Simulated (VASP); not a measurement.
Here is a VASP 6.6.1 calculation.

INCAR

```
  PREC = Accurate
  ENCUT = 520
  EDIFF = 1E-6
  ISMEAR = 0
  SIGMA = 0.1
  LREAL = F
  LASPH = T
  NELM = 60
  ALGO = Normal
  ISIF = 2
  LWAVE = F
  LCHARG = F
  GGA = PS
  NBANDS = 17
```

KPOINTS

```
Automatic mesh
0
Gamma
  12 12 12
```

File POSCAR:

```
PbS
1.0
    4.2541444307      0.0000000000      0.0000000000
   -2.1270722153      3.6841971484      0.0000000000
    0.0000000000      0.0000000000      3.5995541651
Pb S
1 1
Direct
    0.0000000000      0.0000000000      0.0000000000
    0.6666666700      0.3333333300      0.5000000000
```

Potentials or basis: VASP PAW PBE potentials, release 64 (Pb_d, S).

Command:

```console
$ cat potpaw_PBE.64/Pb_d/POTCAR potpaw_PBE.64/S/POTCAR > POTCAR
$ mpirun -np 1 vasp_std > vasp.out
```

(1) What does it give for the pressure?

(2) Predict the band gap on the k mesh.

Results:

(1) -3.1 GPa.

(2) zero (bands 10 and 11 overlap by 0.18 eV).

Caveat: the cell differs from its parent crystal (strained); the stress differs along the axes, from -5 to 1 GPa; semilocal functionals underestimate gaps, and a narrow one can read as zero; the PAW data sets were made with another functional, which shifts forces and pressure a little; spin-orbit coupling is left out, which moves the levels of the heavy elements.
